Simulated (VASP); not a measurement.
# Cu5Mo (P6/mmm) in VASP: notebook

Runs on Cu5Mo. Level: PBE. Tasks: relaxation of cell and atoms, single point.

Everything below comes from runs of VASP 6.6.1. Logs are shortened: lines on timing, memory, paths and dates and some standing lists are left out, and cuts for length are marked.

### Step 1. The cell of the first run

Symmetry: P6/mmm, No. 191, hexagonal system. The conventional cell has a = 5.005 Å, b = 5.005 Å, c = 4.109 Å, α = 90.00°, β = 90.00°, γ = 120.00°. Cu (site symmetry mmm) has 8 Cu at 2.50 to 2.51 Å and 4 Mo at 3.24 Å within 3.3 Å. Cu (site symmetry -6m2) has 9 Cu at 2.51 to 2.89 Å and 3 Mo at 2.89 Å within 3.3 Å. Within 3.8 Å of Mo (site symmetry 6/mmm) lie 18 Cu at 2.89 to 3.24 Å.

The cell was built from a structure type or drawn by symmetry, and may not be a known phase.

### Step 2. Relaxation of cell and atoms, PBE

Contents of INCAR:

```
PREC = Accurate
ENCUT = 600
EDIFF = 1E-6
ISMEAR = 0
SIGMA = 0.1
LREAL = False
LASPH = True
NELM = 100
ALGO = Normal
ISIF = 3
LWAVE = False
LCHARG = False
GGA = PE
IBRION = 2
NSW = 90
EDIFFG = -0.04
```

Contents of KPOINTS:

```
regular mesh
0
Gamma
  6 6 4
```

Contents of POSCAR:

```
Cu5Mo
1.0
    5.0046579700      0.0000000000      0.0000000000
   -2.5023289900      4.3341609400      0.0000000000
    0.0000000000      0.0000000000      4.1091202500
Cu Mo
5 1
Direct
    0.5000000000      0.0000000000      0.5000000000
    0.5000000000      0.5000000000      0.5000000000
    0.0000000000      0.5000000000      0.5000000000
    0.3333333300      0.6666666700      0.0000000000
    0.6666666700      0.3333333300      0.0000000000
    0.0000000000      0.0000000000      0.0000000000
```

Potentials or basis: VASP PAW PBE potentials, release 64 (Cu, Mo_sv).

The run is started by

```
> cat potpaw_PBE.64/Cu/POTCAR potpaw_PBE.64/Mo_sv/POTCAR > POTCAR
> mpirun -np 1 vasp_std > vasp.out
```

OUTCAR:

```text
PREC = Accurate
   ENCUT = 600
   EDIFF = 1E-6
   ISMEAR = 0
   LREAL = False
   LASPH = True
   NELM = 100
   ISIF = 3
   GGA = PE
   IBRION = 2
   NSW = 90
   EDIFFG = -0.04

 ion  position               nearest neighbor table
   1  0.500  0.000  0.500-   3 2.50   3 2.50   2 2.50   2 2.50   4 2.51   5 2.51   4 2.51   5 2.51

   2  0.500  0.500  0.500-   3 2.50   3 2.50   1 2.50   1 2.50   4 2.51   5 2.51   4 2.51   5 2.51

   3  0.000  0.500  0.500-   1 2.50   1 2.50   2 2.50   2 2.50   4 2.51   5 2.51   4 2.51   5 2.51

   4  0.333  0.667  0.000-   3 2.51   3 2.51   1 2.51   1 2.51   2 2.51   2 2.51   6 2.89   6 2.89
                             6 2.89
   5  0.667  0.333  0.000-   3 2.51   3 2.51   1 2.51   1 2.51   2 2.51   2 2.51   6 2.89   6 2.89
                             6 2.89
   6  0.000  0.000  0.000-   4 2.89   5 2.89   5 2.89   4 2.89   5 2.89   4 2.89

  LATTYP: Found a hexagonal cell.
 ALAT       =     5.0046579700
 C/A-ratio  =     0.8210591562

  Lattice vectors:

 A1 = (   5.0046579700,   0.0000000000,   0.0000000000)
 A2 = (  -2.5023289900,   4.3341609400,   0.0000000000)
 A3 = (   0.0000000000,   0.0000000000,   4.1091202500)

Analysis of symmetry for initial positions (statically):
=====================================================================
 Subroutine PRICEL returns:
 Original cell was already a primitive cell.

 Routine SETGRP: Setting up the symmetry group for a
 hexagonal supercell.

 Subroutine GETGRP returns: Found 24 space group operations
 (whereof 24 operations were pure point group operations)
 out of a pool of 24 trial point group operations.

The static configuration has the point symmetry D_6h.

Analysis of symmetry for dynamics (positions and initial velocities):
=====================================================================
 Subroutine PRICEL returns:
 Original cell was already a primitive cell.

 Routine SETGRP: Setting up the symmetry group for a
 hexagonal supercell.

 Subroutine GETGRP returns: Found 24 space group operations
 (whereof 24 operations were pure point group operations)
 out of a pool of 24 trial point group operations.

The dynamic configuration has the point symmetry D_6h.

 Subroutine INISYM returns: Found 24 space group operations
 (whereof 24 operations are pure point group operations),
 and found     1 'primitive' translations

----------------------------------------------------------------------------------------

                                     Primitive cell

  volume of cell :      89.1309

  direct lattice vectors                    reciprocal lattice vectors
     5.004657970  0.000000000  0.000000000     0.199813855  0.115362583  0.000000000
    -2.502328990  4.334160940  0.000000000     0.000000000  0.230725165  0.000000000
     0.000000000  0.000000000  4.109120250     0.000000000  0.000000000  0.243361094

  length of vectors
     5.004657970  5.004657973  4.109120250     0.230725166  0.230725165  0.243361094

  position of ions in fractional coordinates (direct lattice)
     0.500000000  0.000000000  0.500000000
     0.500000000  0.500000000  0.500000000
     0.000000000  0.500000000  0.500000000
     0.333333330  0.666666670  0.000000000
     0.666666670  0.333333330  0.000000000
     0.000000000  0.000000000  0.000000000

  ion indices of the primitive-cell ions
   primitive index   ion index
                 1           1
                 2           2
                 3           3
                 4           4
                 5           5
                 6           6

----------------------------------------------------------------------------------------

 KPOINTS: regular mesh

Automatic generation of k-mesh.
 Grid dimensions read from file:
 generate k-points for:    6    6    4

 Generating k-lattice:

  Cartesian coordinates                     Fractional coordinates (reciprocal lattice)
     0.033302309  0.019227097  0.000000000     0.166666667  0.000000000  0.000000000
     0.000000000  0.038454194  0.000000000     0.000000000  0.166666667  0.000000000
     0.000000000  0.000000000  0.060840274     0.000000000  0.000000000  0.250000000

  Length of vectors
     0.038454194  0.038454194  0.060840274

  Shift w.r.t. Gamma in fractional coordinates (k-lattice)
     0.000000000  0.000000000  0.000000000

 Subroutine IBZKPT returns following result:
 ===========================================

 Found     21 irreducible k-points:

 Following reciprocal coordinates:
            Coordinates               Weight
  0.000000  0.000000  0.000000      1.000000
  0.166667 -0.000000  0.000000      6.000000
  0.333333 -0.000000  0.000000      6.000000
  0.500000 -0.000000  0.000000      3.000000
  0.166667  0.166667  0.000000      6.000000
  0.333333  0.166667  0.000000     12.000000
[... 13 lines left out ...]
  0.333333  0.166667  0.500000     12.000000
  0.333333  0.333333  0.500000      2.000000
   k-points           NKPTS =     21   k-points in BZ     NKDIM =     21   number of bands    NBANDS=     41
   number of dos      NEDOS =    301   number of ions     NIONS =      6
   total plane-waves  NPLWV =  57600
   dimension x,y,z NGX =    40 NGY =   40 NGZ =   36
   dimension x,y,z NGXF=    80 NGYF=   80 NGZF=   72
   ions per type =               5   1
   NGX,Y,Z   is equivalent  to a cutoff of  13.29, 13.29, 14.56 a.u.
   NGXF,Y,Z  is equivalent  to a cutoff of  26.57, 26.57, 29.13 a.u.
 SYSTEM =  unknown system
   PREC   = accura    normal or accurate (medium, high low for compatibility)
   ISTART =      0    job   : 0-new  1-cont  2-samecut
   ICHARG =      2    charge: 1-file 2-atom 10-const
   ISPIN  =      1    spin polarized calculation?
   LNONCOLLINEAR =      F non collinear calculations
   LSORBIT =      F    spin-orbit coupling
   LASPH  =      T    aspherical Exc in radial PAW
   ENCUT  =  600.0 eV  44.10 Ry    6.64 a.u.  10.00 10.00  8.21*2*pi/ulx,y,z
   NELM   =    100;   NELMIN=  2; NELMDL= -5     # of ELM steps
   EDIFF  = 0.1E-05   stopping-criterion for ELM
   LREAL  =      F    real-space projection
   EDIFFG = -.4E-01   stopping-criterion for IOM
   NSW    =     90    number of steps for IOM
   IBRION =      2    ionic relax: 0-MD 1-quasi-New 2-CG
   NFREE  =      1    steps in history (QN), initial steepest desc. (CG)
   ISIF   =      3    stress and relaxation
   ISYM   =      2    0-nonsym 1-usesym 2-fastsym
   POTIM  = 0.5000    time-step for ionic-motion
   TEBEG  =    0.0;   TEEND  =   0.0 temperature during run
   PSTRESS=    0.0 pullay stress
   NELECT =      69.0000    total number of electrons
   NUPDOWN=      -1.0000    fix difference up-down
   EMIN   =  10.00;   EMAX   =-10.00  energy-range for DOS
   EFERMI =   0.00;   METHOD = LEGACY
   ISMEAR =     0;   SIGMA  =   0.10  broadening in eV -4-tet -1-fermi 0-gaus
   EFERMI_NEDOS =   21; number of points for ismear=-14 and -15
   IALGO  =     38    algorithm
   IMIX   =      4    mixing-type and parameters
     AMIX     =   0.40;   BMIX     =  1.00
     AMIX_MAG =   1.60;   BMIX_MAG =  1.00
  volume/ion in A,a.u.               =      14.86       100.25
  Fermi-wavevector in a.u.,A,eV,Ry     =   1.503194  2.840625 30.743628  2.259593
  Thomas-Fermi vector in A             =   2.614336
   LORBIT       =      0    0 simple, 1 ext, 2 COOP (PROOUT), +10 PAW based schemes
   GGA     = PE    functional components
   LHFCALC =     F    Hartree Fock is set to
   AEXX    =    0.0000 exact exchange contribution
   IVDW    =     0    specifies the selected vdW correction
   LEPSILON=     F    determine dielectric tensor
   LRPA    =     F    only Hartree local field effects (RPA)
 conjugate gradient relaxation of ions
 non-spin polarized calculation
 Gauss-broadening in eV      SIGMA  =   0.10
  energy-cutoff  :      600.00
  volume of cell :       89.13
 maximum number of plane-waves:      3006
 NGX is ok and might be reduce to    40
   NGX = 19   NGY = 19   NGZ = 17

--------------------------------------- Ionic step        1  -------------------------------------------

 number of electron      69.0000013 magnetization

 Free energy of the ion-electron system (eV)
  ---------------------------------------------------
  ext. energy  EPLUGINS =         0.00000000
  ---------------------------------------------------
  free energy    TOTEN  =       -26.51840180 eV

  energy without entropy =      -26.48427580  energy(sigma->0) =      -26.50133880

------------------------ aborting loop because EDIFF is reached ----------------------------------------

  FORCE on cell =-STRESS in cart. coord.  units (eV):
  Direction    XX          YY          ZZ          XY          YZ          ZX
  --------------------------------------------------------------------------------------
  -------------------------------------------------------------------------------------
  Total       -8.6649985     -8.6649985     -4.5618523      0.0000000     -0.0000000     -0.0000000
  in kB     -155.7581526   -155.7581526    -82.0018249      0.0000002     -0.0000000     -0.0000000
  external PRESSURE =    -131.1727100 kB  Pullay stress =       0.0000000 kB
[... 185 lines left out ...]
  energy  without entropy=      -27.0410985728  energy(sigma->0) =      -27.05407206

--------------------------------------- Ionic step        6  -------------------------------------------

 number of electron      68.9999999 magnetization

 Free energy of the ion-electron system (eV)
  ---------------------------------------------------
  ext. energy  EPLUGINS =         0.00000000
  ---------------------------------------------------
  free energy    TOTEN  =       -27.06804260 eV

  energy without entropy =      -27.04151391  energy(sigma->0) =      -27.05477826

 E-fermi :   7.8645     XC(G=0): -12.5029

 val. band max:        7.8544694437   @ k =   0.3333   0.1667   0.2500
 cond. band min:       7.8840946668   @ k =   0.3333  -0.0000   0.2500
 fundamental gap:      0.0296252230
 Fermi energy:         7.8644632556

 k-point     1 :       0.0000    0.0000    0.0000
  band No.  band energies     occupation
      1     -53.2950      2.00000
      2     -27.3780      2.00000
      3     -27.3780      2.00000
      4     -27.2366      2.00000
      5      -0.9798      2.00000
      6       2.5058      2.00000
[... 946 lines left out ...]
  FREE ENERGIE OF THE ION-ELECTRON SYSTEM (eV)
  ---------------------------------------------------
  free  energy   TOTEN  =       -27.0680425993 eV

  energy  without entropy=      -27.0415139143  energy(sigma->0) =      -27.05477826

 reached required accuracy - stopping structural energy minimisation
```

Wall time 5.3 min (1 thread of Intel Xeon 6975P-C (Granite Rapids), shared host); peak memory 0.28 GiB.

Results:

```yaml
Free_energy: -27.0680 eV
Relaxed_volume: 13.19 Å³/atom
Relaxed_cell: a = 4.709 Å, b = 4.709 Å, c = 4.121 Å, α = 90.00°, β = 90.00°, γ = 120.00°
Space_group_after_relaxing_to_0.1_Å: P6/mmm (No. 191)
Energy_gained_by_relaxing: 91.6 meV/atom
Ionic_steps: 6
Pressure_after_relaxing: 0.4 GPa
Band_gap_on_the_k_mesh: zero (an odd number of electrons rules out a gap without spin polarisation)
```

The path:
```
step  energy change (eV)  largest force (eV/Å)  pressure (GPa)  volume (Å³)
   1              0.0000                0.0000          -13.12        89.13
   2             -0.3622                0.0000           11.51        74.31
   3             -0.5050                0.0000            0.71        78.92
   4             -0.5428                0.0000            0.44        79.06
   5             -0.5486                0.0000            0.42        79.15
   6             -0.5496                0.0000            0.40        79.13
```

Final structure:
```cif
data_structure
_symmetry_space_group_name_H-M 'P 1'
_symmetry_Int_Tables_number 1
_cell_length_a 4.7088
_cell_length_b 4.7088
_cell_length_c 4.1207
_cell_angle_alpha 90.000
_cell_angle_beta 90.000
_cell_angle_gamma 120.000
_cell_volume 79.13
loop_
_atom_site_label
_atom_site_type_symbol
_atom_site_fract_x
_atom_site_fract_y
_atom_site_fract_z
_atom_site_occupancy
Cu1 Cu 0.50000 0.00000 0.50000 1
Cu2 Cu 0.50000 0.50000 0.50000 1
Cu3 Cu 0.00000 0.50000 0.50000 1
Cu4 Cu 0.33333 0.66667 0.00000 1
Cu5 Cu 0.66667 0.33333 0.00000 1
Mo1 Mo 0.00000 0.00000 0.00000 1
```

Caveat: the k points lie up to 0.38 Å⁻¹ apart in the final cell, too coarse for converged energies and pressures of a metal.

### Step 3. Single point, PBE, collinear spin

This run uses another cell than the first one, of 13.18 Å³/atom.

Contents of INCAR:

```
ALGO     = Normal         # electronic algorithm
EDIFF    = 1E-6           # SCF threshold, eV
ENCUT    = 520            # plane-wave cutoff, eV
GGA      = PE             # functional
ISIF     = 2              # what is computed and relaxed
ISMEAR   = 0              # smearing method
ISPIN    = 2              # spin polarisation
LASPH    = True           # aspherical terms in the spheres
LCHARG   = False          # write CHGCAR
LMAXMIX  = 4              # l up to which the mixer works
LORBIT   = 11             # projections on sites
LREAL    = False          # projectors in reciprocal space
LWAVE    = False          # write WAVECAR
MAGMOM   = 0 0 0 0 0 1    # initial moments
NBANDS   = 48             # bands
NELM     = 150            # most SCF steps
PREC     = Accurate       # precision mode
SIGMA    = 0.1            # smearing width, eV
```

Contents of KPOINTS:

```
k-points
0
Gamma
  6 6 4
```

Contents of POSCAR:

```
Cu5Mo
1.0
    4.7087483830      0.0000000000      0.0000000000
   -2.3543741915      4.0778957197      0.0000000000
    0.0000000000      0.0000000000      4.1168979751
Cu Mo
5 1
Direct
    0.5000000000      0.0000000000      0.5000000000
    0.5000000000      0.5000000000      0.5000000000
    0.0000000000      0.5000000000      0.5000000000
    0.3333333333      0.6666666667      0.0000000000
    0.6666666667      0.3333333333      0.0000000000
    0.0000000000      0.0000000000      0.0000000000
```

Potentials or basis: VASP PAW PBE potentials, release 64 (Cu, Mo_sv).

The run is started by

```
> cat potpaw_PBE.64/Cu/POTCAR potpaw_PBE.64/Mo_sv/POTCAR > POTCAR
> mpirun -np 1 vasp_std > vasp.out
```

It took 98 s on 1 thread of Intel Xeon 6975P-C (Granite Rapids), shared host; peak memory 0.29 GiB.

The run converged. Its results:

| Item | Value |
| --- | --- |
| Free energy | -27.0632 eV |
| Pressure | 0.4 GPa |
| Net moment | 0.34 μB per cell |
| Site moments | Cu +0.01; Mo +0.26 μB |
| Valence electrons inside the program's atomic spheres | Cu 10.09, 10.06 (each value once); Mo 12.04 |

Levels at points of the mesh, in eV from the Fermi level:
Spin up:
| k point | band 32 | band 33 | band 34 | band 35 | band 36 | band 37 | band 38 | band 39 |
| --- | --- | --- | --- | --- | --- | --- | --- | --- |
| (0.00, 0.00, 0.00) | -0.67 | -0.19 | -0.17 | 0.42 | 0.44 | 0.44 | 1.98 | 1.98 |
| (0.50, 0.00, 0.00) | -1.12 | -0.56 | 0.05 | 0.10 | 0.34 | 0.49 | 2.58 | 4.58 |
| (0.00, 0.00, 0.50) | -1.39 | -1.07 | -0.84 | -0.84 | 0.35 | 0.70 | 5.54 | 6.06 |
| (0.50, 0.00, 0.50) | -1.34 | -1.29 | -0.22 | 0.29 | 0.36 | 1.15 | 1.33 | 1.53 |
Spin down:
```csv
k point,band 31,band 32,band 33,band 34,band 35,band 36,band 37,band 38
"(0.00, 0.00, 0.00)",-0.59,-0.59,-0.19,-0.09,0.42,0.68,0.68,2.01
"(0.50, 0.00, 0.00)",-1.52,-1.05,-0.39,0.19,0.20,0.51,0.57,2.65
"(0.00, 0.00, 0.50)",-1.37,-1.37,-1.05,-0.66,-0.66,0.34,0.83,5.54
"(0.50, 0.00, 0.50)",-1.49,-1.32,-1.27,-0.05,0.43,0.49,1.16,1.46
```

Caveat: the k points lie up to 0.38 Å⁻¹ apart.
